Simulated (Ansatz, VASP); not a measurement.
**Ta in VASP and in Ansatz**

INCAR

```
SYSTEM = Ta
ALGO = Fast
EDIFF = 1E-6
ENCUT = 520
GGA = PE
ISIF = 2
ISMEAR = 0
LASPH = .TRUE.
LCHARG = .FALSE.
LREAL = .FALSE.
LWAVE = .FALSE.
NBANDS = 12
NELM = 60
PREC = Accurate
SIGMA = 0.15
```

Contents of KPOINTS:

```
k-points
0
G
  20 20 20
  0 0 0
```

File POSCAR:

```
Ta
1.0
   -1.6512800000      1.6512800000      1.7132030000
    1.6512800000     -1.6512800000      1.7132030000
    1.6512800000      1.6512800000     -1.7132030000
Ta
1
Direct
    0.0000000000      0.0000000000      0.0000000000
```

Input for Ansatz:

```yaml
crystal:
  lattice:
    - [-1.65128, 1.65128, 1.713203]
    - [1.65128, -1.65128, 1.713203]
    - [1.65128, 1.65128, -1.713203]
  atoms:
    - { symbol: Ta, position: [0.0, 0.0, 0.0] }
basis:
  ecutwfc: 420
kpoints:
  mp_grid: { grid: [20, 20, 20] }
hamiltonian:
  xc: pbe
scf:
  occupations: { method: gaussian, width: 0.15 }
output:
  forces: true
  stress: true
  eigenvalues: true
```

Change from the starting cell: strain +0.0375 x Voigt [0, 0, 1, 0, 0, 0], atoms carried along.

Alike in both runs: task single point; functional PBE; k mesh 20 × 20 × 20; occupations gaussian, width 0.15 eV; no spin polarisation.

|  | VASP | Ansatz |
| --- | --- | --- |
| version | VASP 6.6.1 | Ansatz 0.2.0 |
| potentials or method | VASP PAW PBE potentials, release 64 (Ta_pv), cutoff 520 eV | scalar-relativistic, plane waves, PAW |
| valence electrons in the cell | 11 | 13 |

|  | VASP | Ansatz | Ansatz less VASP |
| --- | --- | --- | --- |
| gap on the k mesh at the Fermi level (eV) | none | none | - |
| pressure (GPa) | -3.8 | -3.9 | -0.07 |
| traceless stress, the component that is largest in VASP (GPa) | -2.50 | -2.51 | -0.007 |

A gap of «none» marks a metal or a gap that the smearing closes. VASP's potentials hold 11 valence electrons a cell and Ansatz's 13, so a difference there can come from the potentials and not from the codes.

Spin-orbit coupling is off throughout.
